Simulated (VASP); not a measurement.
# W (I4/mmm) in VASP: further runs, part 2 of 2

VASP 6.6.1. Earlier steps stand in the parts before.

## 3. Single point, r2SCAN (strain +0.050 along x and y, +0.000 along z)

Input file POSCAR:

```
W
1.0
   -1.6771650000      1.6771650000      1.5973000000
    1.6771650000     -1.6771650000      1.5973000000
    1.6771650000      1.6771650000     -1.5973000000
W
1
Direct
    0.0000000000      0.0000000000      0.0000000000
```

Input file INCAR.step1:

```
SYSTEM = W
  PREC = Accurate
  ENCUT = 520
  ISMEAR = 0
  SIGMA = 0.15
  LREAL = .False.
  LASPH = .True.
  NELM = 60
  NBANDS = 13
  GGA = PE
  ALGO = Normal
  EDIFF = 1E-4
  LWAVE = .True.
  LCHARG = .False.
```

Input file INCAR.step2:

```
SYSTEM = W
  PREC = Accurate
  ENCUT = 520
  EDIFF = 1E-6
  ISMEAR = 0
  SIGMA = 0.15
  LREAL = .False.
  LASPH = .True.
  NELM = 60
  ALGO = Normal
  ISIF = 2
  LWAVE = .False.
  LCHARG = .False.
  METAGGA = R2SCAN
  LMIXTAU = .True.
  NBANDS = 13
  ISTART = 1
```

Input file KPOINTS:

```
Automatic mesh
0
Gamma
  20 20 20
  0 0 0
```

Potentials or basis: VASP PAW PBE potentials, release 64 (W_sv).

Command:

```console
cat potpaw_PBE.64/W_sv/POTCAR > POTCAR
cp INCAR.step1 INCAR
mpirun -np 1 vasp_std > vasp.out
cp INCAR.step2 INCAR
mpirun -np 1 vasp_std > vasp.out
```

OUTCAR:

```text
SYSTEM = W
   PREC = Accurate
   ENCUT = 520
   EDIFF = 1E-6
   ISMEAR = 0
   LREAL = .False.
   LASPH = .True.
   NELM = 60
   ISIF = 2
   METAGGA = R2SCAN
   ISTART = 1

 ion  position               nearest neighbor table
   1  0.000  0.000  0.000-

  LATTYP: Found a body centered tetragonal cell.
 ALAT       =     3.3543300000
 C/A-ratio  =     0.9523809524

  Lattice vectors:

 A1 = (  -1.6771650000,   1.6771650000,   1.5973000000)
 A2 = (   1.6771650000,  -1.6771650000,   1.5973000000)
 A3 = (   1.6771650000,   1.6771650000,  -1.5973000000)

Analysis of symmetry for initial positions (statically):
=====================================================================
 Subroutine PRICEL returns:
 Original cell was already a primitive cell.

 Routine SETGRP: Setting up the symmetry group for a
 body centered tetragonal supercell.

 Subroutine GETGRP returns: Found 16 space group operations
 (whereof 16 operations were pure point group operations)
 out of a pool of 16 trial point group operations.

The static configuration has the point symmetry D_4h.

Analysis of symmetry for dynamics (positions and initial velocities):
=====================================================================
 Subroutine PRICEL returns:
 Original cell was already a primitive cell.

 Routine SETGRP: Setting up the symmetry group for a
 body centered tetragonal supercell.

 Subroutine GETGRP returns: Found 16 space group operations
 (whereof 16 operations were pure point group operations)
 out of a pool of 16 trial point group operations.

The dynamic configuration has the point symmetry D_4h.

 Subroutine INISYM returns: Found 16 space group operations
 (whereof 16 operations are pure point group operations),
 and found     1 'primitive' translations

----------------------------------------------------------------------------------------

                                     Primitive cell

  volume of cell :      17.9721

  direct lattice vectors                    reciprocal lattice vectors
    -1.677165000  1.677165000  1.597300000     0.000000000  0.298122129  0.313028235
     1.677165000 -1.677165000  1.597300000     0.298122129  0.000000000  0.313028235
     1.677165000  1.677165000 -1.597300000     0.298122129  0.298122129  0.000000000

  length of vectors
     2.859568528  2.859568528  2.859568528     0.432277087  0.432277087  0.421608358

  position of ions in fractional coordinates (direct lattice)
     0.000000000  0.000000000  0.000000000

  ion indices of the primitive-cell ions
   primitive index   ion index
                 1           1

----------------------------------------------------------------------------------------

 KPOINTS: Automatic mesh

Automatic generation of k-mesh.
 Grid dimensions read from file:
 generate k-points for:   20   20   20

 Generating k-lattice:

  Cartesian coordinates                     Fractional coordinates (reciprocal lattice)
     0.000000000  0.014906106  0.015651412     0.050000000 -0.000000000  0.000000000
     0.014906106  0.000000000  0.015651412    -0.000000000  0.050000000  0.000000000
     0.014906106  0.014906106  0.000000000     0.000000000  0.000000000  0.050000000

  Length of vectors
     0.021613854  0.021613854  0.021080418

  Shift w.r.t. Gamma in fractional coordinates (k-lattice)
     0.000000000  0.000000000  0.000000000

 Subroutine IBZKPT returns following result:
 ===========================================

 Found    641 irreducible k-points:

 Following reciprocal coordinates:
            Coordinates               Weight
  0.000000  0.000000  0.000000      1.000000
  0.050000  0.000000  0.000000      8.000000
  0.100000 -0.000000  0.000000      8.000000
  0.150000 -0.000000  0.000000      8.000000
  0.200000 -0.000000  0.000000      8.000000
  0.250000  0.000000  0.000000      8.000000
[... 16 lines left out ...]
 -0.400000  0.050000 -0.000000     16.000000
 -0.350000  0.050000 -0.000000     16.000000
 [... further k-points ...]
   k-points           NKPTS =    641   k-points in BZ     NKDIM =    641   number of bands    NBANDS=     13
   number of dos      NEDOS =    301   number of ions     NIONS =      1
   total plane-waves  NPLWV =  13824
   dimension x,y,z NGX =    24 NGY =   24 NGZ =   24
   dimension x,y,z NGXF=    48 NGYF=   48 NGZF=   48
   ions per type =               1
   NGX,Y,Z   is equivalent  to a cutoff of  13.95, 13.95, 13.95 a.u.
   NGXF,Y,Z  is equivalent  to a cutoff of  27.91, 27.91, 27.91 a.u.
 SYSTEM =  W
   PREC   = accura    normal or accurate (medium, high low for compatibility)
   ISTART =      1    job   : 0-new  1-cont  2-samecut
   ICHARG =      0    charge: 1-file 2-atom 10-const
   ISPIN  =      1    spin polarized calculation?
   LNONCOLLINEAR =      F non collinear calculations
   LSORBIT =      F    spin-orbit coupling
   LASPH  =      T    aspherical Exc in radial PAW
   ENCUT  =  520.0 eV  38.22 Ry    6.18 a.u.   5.32  5.32  5.32*2*pi/ulx,y,z
   NELM   =     60;   NELMIN=  2; NELMDL=  0     # of ELM steps
   EDIFF  = 0.1E-05   stopping-criterion for ELM
   LREAL  =      F    real-space projection
   EDIFFG = 0.1E-04   stopping-criterion for IOM
   NSW    =      0    number of steps for IOM
   IBRION =     -1    ionic relax: 0-MD 1-quasi-New 2-CG
   NFREE  =      0    steps in history (QN), initial steepest desc. (CG)
   ISIF   =      2    stress and relaxation
   ISYM   =      2    0-nonsym 1-usesym 2-fastsym
   POTIM  = 0.5000    time-step for ionic-motion
   TEBEG  =    0.0;   TEEND  =   0.0 temperature during run
   PSTRESS=    0.0 pullay stress
   NELECT =      14.0000    total number of electrons
   NUPDOWN=      -1.0000    fix difference up-down
   EMIN   =  10.00;   EMAX   =-10.00  energy-range for DOS
   EFERMI =   0.00;   METHOD = LEGACY
   ISMEAR =     0;   SIGMA  =   0.15  broadening in eV -4-tet -1-fermi 0-gaus
   EFERMI_NEDOS =   21; number of points for ismear=-14 and -15
   IALGO  =     38    algorithm
   IMIX   =      4    mixing-type and parameters
     AMIX     =   0.40;   BMIX     =  1.00
     AMIX_MAG =   1.60;   BMIX_MAG =  1.00
  volume/ion in A,a.u.               =      17.97       121.28
  Fermi-wavevector in a.u.,A,eV,Ry     =   1.506323  2.846538 30.871748  2.269009
  Thomas-Fermi vector in A             =   2.617056
   LORBIT       =      0    0 simple, 1 ext, 2 COOP (PROOUT), +10 PAW based schemes
   METAGGA = R2SCAN    functional components
   LHFCALC =     F    Hartree Fock is set to
   AEXX    =    0.0000 exact exchange contribution
   IVDW    =     0    specifies the selected vdW correction
   LEPSILON=     F    determine dielectric tensor
   LRPA    =     F    only Hartree local field effects (RPA)
 non-spin polarized calculation
 Gauss-broadening in eV      SIGMA  =   0.15
  energy-cutoff  :      520.00
  volume of cell :       17.97
 maximum number of plane-waves:       498
 NGX is ok and might be reduce to    24
   NGX = 11   NGY = 11   NGZ = 11

 number of electron      13.9999999 magnetization

 Free energy of the ion-electron system (eV)
  ---------------------------------------------------
  ext. energy  EPLUGINS =         0.00000000
  ---------------------------------------------------
  free energy    TOTEN  =       -51.12919075 eV

  energy without entropy =      -51.12508182  energy(sigma->0) =      -51.12713629

 E-fermi :   9.5767     XC(G=0): -14.1629

 val. band max:        9.5727918032   @ k =  -0.1500   0.1500   0.0000
 cond. band min:       9.5805814750   @ k =  -0.3000   0.3000   0.1500
 fundamental gap:      0.0077896718
 Fermi energy:         9.5766804555

 k-point     1 :       0.0000    0.0000    0.0000
  band No.  band energies     occupation
      1     -66.7437      2.00000
      2     -29.7717      2.00000
      3     -29.7717      2.00000
      4     -29.7455      2.00000
      5       0.1524      2.00000
      6       8.0781      2.00000
      7       8.6915      2.00000
      8       8.6915      2.00000
      9      11.4099      0.00000
     10      12.1997      0.00000
     11      24.2264      0.00000
     12      24.2264      0.00000
     13      25.1883      0.00000
[... 353 lines left out ...]
 k-point    24 :      -0.3500    0.0500   -0.0000
  band No.  band energies     occupation
      1     -66.6794      2.00000
      2     -30.4222      2.00000
      3     -29.9998      2.00000
      4     -29.7786      2.00000
      5       3.4432      2.00000
      6       6.7153      2.00000
      7       7.9453      2.00000
      8      11.5854      0.00000
      9      12.1407      0.00000
     10      12.4811      0.00000
     11      22.5161      0.00000
     12      23.8492      0.00000
     13      28.5707      0.00000

 [... further k-points ...]

------------------------ aborting loop because EDIFF is reached ----------------------------------------

  FORCE on cell =-STRESS in cart. coord.  units (eV):
  Direction    XX          YY          ZZ          XY          YZ          ZX
  --------------------------------------------------------------------------------------
  -------------------------------------------------------------------------------------
  Total       -3.7871660     -3.7871660     -2.2727493      0.0000000      0.0000000      0.0000000
  in kB     -337.6189868   -337.6189868   -202.6114830      0.0000000      0.0000000      0.0000000
  external PRESSURE =    -292.6164855 kB  Pullay stress =       0.0000000 kB

 VOLUME and BASIS-vectors are now :
 -----------------------------------------------------------------------------
  energy-cutoff  :      520.00
  volume of cell :       17.97
      direct lattice vectors                 reciprocal lattice vectors
    -1.677165000  1.677165000  1.597300000     0.000000000  0.298122129  0.313028235
     1.677165000 -1.677165000  1.597300000     0.298122129  0.000000000  0.313028235
     1.677165000  1.677165000 -1.597300000     0.298122129  0.298122129  0.000000000

 POSITION                                       TOTAL-FORCE (eV/Angst)
 -----------------------------------------------------------------------------------
      0.00000      0.00000      0.00000         0.000000      0.000000      0.000000
 -----------------------------------------------------------------------------------
    total drift:                                0.000000      0.000000      0.000000

  FREE ENERGIE OF THE ION-ELECTRON SYSTEM (eV)
  ---------------------------------------------------
  free  energy   TOTEN  =       -51.1291907499 eV

  energy  without entropy=      -51.1250818249  energy(sigma->0) =      -51.12713629
```

OSZICAR.step1:

```text
N       E                     dE             d eps       ncg     rms          rms(c)
DAV:   1     0.852730470267E+02    0.85273E+02   -0.74445E+03 16735   0.120E+03
DAV:   2    -0.117769621508E+02   -0.97050E+02   -0.93365E+02 18946   0.313E+02
DAV:   3    -0.134979443426E+02   -0.17210E+01   -0.17126E+01 18181   0.404E+01
DAV:   4    -0.135060733379E+02   -0.81290E-02   -0.81285E-02 18391   0.306E+00
DAV:   5    -0.135061510023E+02   -0.77664E-04   -0.77664E-04 18461   0.286E-01    0.166E+01
DAV:   6    -0.129166421432E+02    0.58951E+00   -0.55255E-01 17306   0.948E+00    0.579E+00
DAV:   7    -0.127819719430E+02    0.13467E+00   -0.24489E-01 18611   0.595E+00    0.932E-01
DAV:   8    -0.127779838291E+02    0.39881E-02   -0.44194E-03 16961   0.840E-01    0.112E-01
DAV:   9    -0.127779042576E+02    0.79572E-04   -0.20938E-04 19076   0.171E-01
   1 F= -.12777904E+02 E0= -.12775576E+02  d E =-.465572E-02
```

Run time: 2.8 min. Hardware: 1 thread of Intel Xeon 6975P-C (Granite Rapids), shared host; peak memory 0.26 GiB.

What came out:

* Free energy: -51.1292 eV
* Pressure: -29.3 GPa
* Band gap on the k mesh: zero (bands 7 and 8 overlap by 5.46 eV)

Stress tensor (GPa, compression positive):
```
-33.76   0.00   0.00
  0.00 -33.76   0.00
  0.00   0.00 -20.26
```

Levels at points of the mesh, in eV from the Fermi level:
```
           k point  band 5  band 6  band 7  band 8  band 9  band 10
(0.00, 0.00, 0.00)   -9.42   -1.50   -0.89   -0.89    1.83     2.62
(0.50, 0.00, 0.00)   -5.76   -3.38    0.29    2.13    3.22     5.25
(0.50, 0.50, 0.00)   -5.82   -2.76   -0.08    1.51    2.70     5.17
(0.50, 0.50, 0.50)   -5.09   -4.99    4.40    4.40    4.55     7.11
```

Caveat: the cell differs from its parent crystal (strain +0.050 along x and y, +0.000 along z); the cell stands under tension; the PAW data sets were made with another functional, which shifts forces and pressure a little; spin-orbit coupling is left out, which moves the levels of the heavy elements.
